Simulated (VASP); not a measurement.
## Na3Zn2N: single point with PBE

The system is Na3Zn2N.

```
Na Zn N
1.0
     5.89188    0.00000    0.00000
     0.00000    5.89188    0.00000
     0.00000    0.00000    4.55770
Na Zn N
3 2 1
Direct
  0.00000 0.50000 0.50000
  0.50000 0.00000 0.50000
  0.50000 0.50000 0.50000
  0.00000 0.00000 0.24728
  0.00000 0.00000 0.75272
  0.50000 0.50000 0.00000
```

The cell was built from a structure type or drawn by symmetry, and may not be a known phase.

* Program: VASP 6.6.1
* Task: single point
* Functional: PBE
* Potentials or basis: VASP PAW PBE potentials, release 64 (Na_pv, Zn, N)
* Cutoff: 520 eV
* k mesh: 4 × 4 × 4
* Occupations: gaussian, width 0.1 eV
* Spin: collinear spin, ferromagnetic start
* Starting moments: [0.0, 0.0, 0.0, 0.0, 0.0, 1.0] μB
* Dipole correction: no
* Further INCAR settings: ALGO = Normal; EDIFF = 1e-06; NBANDS = 38

```json
{"Pressure": "0.0 GPa", "Largest force": "0.005 eV/Å", "Band gap on the k mesh": "zero (filled and empty bands overlap)", "Net moment": "0.00 μB per cell", "Valence electrons inside the program's atomic spheres": "Na 6.04, 6.11 (each value once); Zn 10.79; N 3.38"}
```

Forces on the atoms (eV/Å):
```
Na   0.000  0.000  0.000
Na   0.000  0.000  0.000
Na   0.000  0.000  0.000
Zn   0.000  0.000 -0.005
Zn   0.000  0.000  0.005
N    0.000  0.000  0.000
```

Stress tensor (GPa, compression positive):
```
-0.09  0.00  0.00
 0.00 -0.09  0.00
 0.00  0.00  0.24
```

Levels at points of the mesh, in eV from the Fermi level:
Spin up:
```tsv
k point	band 23	band 24	band 25	band 26	band 27	band 28
(0.00, 0.00, 0.00)	-0.87	-0.28	0.37	0.67	0.67	1.41
(0.50, 0.00, 0.00)	-0.45	-0.36	-0.24	-0.03	0.48	2.52
(0.50, 0.50, 0.00)	-1.76	-0.23	0.55	0.65	0.65	1.83
(0.00, 0.00, 0.50)	-1.06	-0.27	-0.27	1.36	1.36	2.70
(0.50, 0.00, 0.50)	-1.45	-0.18	-0.16	0.84	1.23	1.63
(0.50, 0.50, 0.50)	-1.13	-0.60	-0.60	0.27	0.27	2.16
```
Spin down:
| k point | band 21 | band 22 | band 23 | band 24 | band 25 | band 26 | band 27 | band 28 | band 29 | band 30 |
| --- | --- | --- | --- | --- | --- | --- | --- | --- | --- | --- |
| (0.00, 0.00, 0.00) | -5.79 | -0.87 | -0.87 | -0.28 | 0.37 | 0.66 | 0.66 | 1.41 | 2.44 | 2.51 |
| (0.50, 0.00, 0.00) | -5.70 | -1.40 | -0.46 | -0.36 | -0.25 | -0.03 | 0.49 | 2.52 | 3.05 | 3.90 |
| (0.50, 0.50, 0.00) | -5.54 | -1.76 | -1.76 | -0.23 | 0.55 | 0.64 | 0.64 | 1.83 | 2.70 | 5.36 |
| (0.00, 0.00, 0.50) | -4.66 | -3.96 | -1.06 | -0.28 | -0.28 | 1.36 | 1.36 | 2.70 | 2.70 | 3.14 |
| (0.50, 0.00, 0.50) | -4.48 | -3.94 | -1.45 | -0.18 | -0.17 | 0.84 | 1.23 | 1.64 | 2.47 | 3.23 |
| (0.50, 0.50, 0.50) | -4.34 | -3.82 | -1.13 | -0.60 | -0.60 | 0.27 | 0.27 | 2.16 | 2.16 | 3.47 |

Run time: 6.4 min on 1 thread of Intel Xeon 6455B, on a shared host, peak memory 0.44 GiB.
